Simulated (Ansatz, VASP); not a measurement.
# Two plane-wave programs on BiTe

```
CELL_PARAMETERS angstrom
0.07315 3.25119 3.25119
3.25119 0.07315 3.25119
3.32435 3.32435 0.00000
ATOMIC_POSITIONS crystal
Bi 0.00000 0.00000 0.00000
Te 0.50000 0.50000 0.50000
```

Change from the starting cell: strain +0.0450 x Voigt [0, 0, 0, 0, 0, 1], atoms carried along.

Alike in both runs: task single point; functional PBE; k mesh 16 × 16 × 16; occupations gaussian, width 0.15 eV; no spin polarisation.

```csv
,VASP,Ansatz
version,VASP 6.6.1,Ansatz 0.2.0
potentials or method,"VASP PAW PBE potentials, release 64 (Bi_d, Te), cutoff 520 eV","scalar-relativistic, plane waves, PAW"
valence electrons in the cell,21,31
```

|  | VASP | Ansatz | Ansatz less VASP |
| --- | --- | --- | --- |
| gap on the k mesh at the Fermi level (eV) | none | none | - |
| pressure (GPa) | -0.1 | 0.0 | +0.08 |

A gap of «none» marks a metal or a gap that the smearing closes. VASP's potentials hold 21 valence electrons a cell and Ansatz's 31, so a difference there can come from the potentials and not from the codes.

Spin-orbit coupling is off throughout.
